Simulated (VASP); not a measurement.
Set up this calculation in VASP 6.6.1, as the native input.

* Task: single point
* Functional: PBE
* Dispersion: D3(BJ)
* Potentials or basis: VASP PAW PBE potentials, release 64 (H)
* Cutoff: 400 eV
* k mesh: 1 × 1 × 1
* Occupations: fermi-dirac, width 0.02 eV
* Spin: no spin polarisation
* Dipole correction: no
* Further INCAR settings: ALGO = Normal; EDIFF = 1e-06; NBANDS = 26

The structure of H lies in POSCAR:

```
H
1.0
    6.2144650000      0.0000000000      0.0000000000
    0.0000000000      6.2144650000      0.0000000000
    0.0000000000      0.0000000000      6.2144650000
H
20
Direct
    0.5995367260      0.1863233601      0.7636377387
    0.6214372436      0.2929616628      0.6956672859
    0.9127736660      0.1872566665      0.3679801882
    0.8323966745      0.2627740280      0.3866945908
    0.5080083322     -0.0055676555     -0.0867009469
    0.3964943080     -0.0233165687     -0.0397942542
    0.2868147137      0.4983051638      0.2247659292
    0.3793729629      0.4360632814      0.1623953148
    0.0811815659      0.7729868943      0.1870957516
    0.0623223399      0.7565735747      0.3022142695
    0.6041067091      0.6569511615      0.5538690780
    0.6355494801      0.7476749809      0.4852388741
    0.0973535131      0.4654946162      0.7595505003
    0.0631269144      0.5507473290      0.8320909362
    0.6494042528      0.4775310505      0.9470163562
    0.7129978204      0.5830268575      0.9671950844
    0.3206229338      0.9479013881      0.5301502221
    0.2084652500      0.9071577360      0.5239389070
    0.8761011608      0.9308926834      0.8138431868
    0.9501541967      0.9989918682      0.8803814970
```

These files were run (other wordings do the same):

INCAR

```
PREC = Accurate
ENCUT = 400
EDIFF = 1E-6
ISMEAR = -1
SIGMA = 0.02
LREAL = F
LASPH = T
NELM = 120
ALGO = Normal
ISIF = 2
LWAVE = F
LCHARG = F
GGA = PE
IVDW = 12
NBANDS = 26
GGA_COMPAT = F
```

KPOINTS

```
regular mesh
0
Gamma
  1 1 1
```

Potentials or basis: VASP PAW PBE potentials, release 64 (H).

Launch:

```console
$ cat potpaw_PBE.64/H/POTCAR > POTCAR
$ mpirun -np 1 vasp_gam > vasp.out
```

It gave:

```json
{
 "Pressure": "0.2 GPa",
 "Largest force": "2.249 eV/Å",
 "Band gap on the k mesh": "8.34 eV",
 "Dispersion energy per atom": "-0.019 eV"
}
```

Caveat: the k points lie up to 1.01 Å⁻¹ apart.

Run time: 7.4 s on 1 thread of Intel(R) Xeon(R) 6975P-C (Granite Rapids) (shared host), peak memory 0.24 GiB.
